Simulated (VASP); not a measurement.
CuO:

```
Cu O
1.0
     2.55255    0.00000    0.00000
     0.00000    2.55255    0.00000
     0.00000    0.00000    2.55255
Cu O
1 1
Cartesian
  0.0000 0.0000 0.0000
  1.2763 1.2763 1.2763
```

- Program: VASP 6.6.1
- Task: relaxation of cell and atoms
- Functional: PBE
- Potentials or basis: VASP PAW PBE potentials, release 64 (Cu, O)
- Cutoff: 600 eV
- k mesh: 10 × 10 × 10
- Occupations: fermi-dirac, width 0.05 eV
- Spin: no spin polarisation
- Hubbard terms: Cu d U = 6.0 eV

At the start: pressure 14.4 GPa; volume 8.32 Å³/atom.

**Question.** Where does the relaxation end?

**Answer.** Over 3 steps the energy falls by 27.4 meV/atom and the volume is 8.97 Å³/atom (+7.9 %); space group Pm-3m (No. 221, to 0.1 Å) before and after.

Step by step:
```tsv
step	energy change (eV)	largest force (eV/Å)	pressure (GPa)	volume (Å³)
1	0.0000	0.0000	14.38	16.63
2	-0.0474	0.0000	-4.42	18.49
3	-0.0549	0.0000	0.11	17.95
```

Final structure:
```yaml
crystal:
  lattice:
    - [2.61809, 0.00000, 0.00000]
    - [0.00000, 2.61809, 0.00000]
    - [0.00000, 0.00000, 2.61809]
  atoms:
    - { symbol: Cu, position: [0.00000, 0.00000, 0.00000] }
    - { symbol: O, position: [0.50000, 0.50000, 0.50000] }
```

Caveat: an odd number of electrons without spin polarisation forces a metal; a magnetic or distorted state may lie lower; U without spin polarisation on a metal has little footing.
